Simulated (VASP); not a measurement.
Runs of VASP 6.6.1 on Nb. The structure is that of space group Fm-3m (No. 225), or close to it. The cells are those of the table. This isn't the form of Nb at room conditions, which is bcc.

| cell | gap on the mesh (eV) | pressure (GPa) |
| --- | --- | --- |
| a = 2.984, b = 2.984, c = 2.991 Å, angles 59.9, 59.9, 60.2°, 1 atom | none | (a) |
| a = 3.006, b = 3.006, c = 2.991 Å, angles 60.2, 60.2, 59.7°, 1 atom | none | (b) |
| a = 2.961, b = 2.961, c = 2.991 Å, angles 59.7, 59.7, 60.7°, 1 atom | none | 1.1 |
| a = 2.999, b = 2.999, c = 2.991 Å, angles 60.1, 60.1, 59.8°, 1 atom | none | -3.0 |
| a = 2.976, b = 2.976, c = 2.991 Å, angles 59.8, 59.8, 60.3°, 1 atom | none | -0.6 |

Alike in all rows: task single point; level r2SCAN; potentials or basis VASP PAW PBE potentials, release 64 (Nb_sv); no spin polarisation; k mesh 20 × 20 × 20; cutoff (eV) 520; smearing gaussian 0.15 eV.

Problem. Estimate the missing entries.

Solution. (a) -1.4; (b) -3.8.

Caveats: the PAW data sets were made with another functional, which shifts forces and pressure a little; the cell stands under tension (at least some runs); the stress differs along the axes, from -3 to 3 GPa (at least some runs).

A k mesh can miss the band edges, and the runs leave out spin-orbit coupling on Nb.

A gap of «none» marks levels without a gap at the run's occupations.
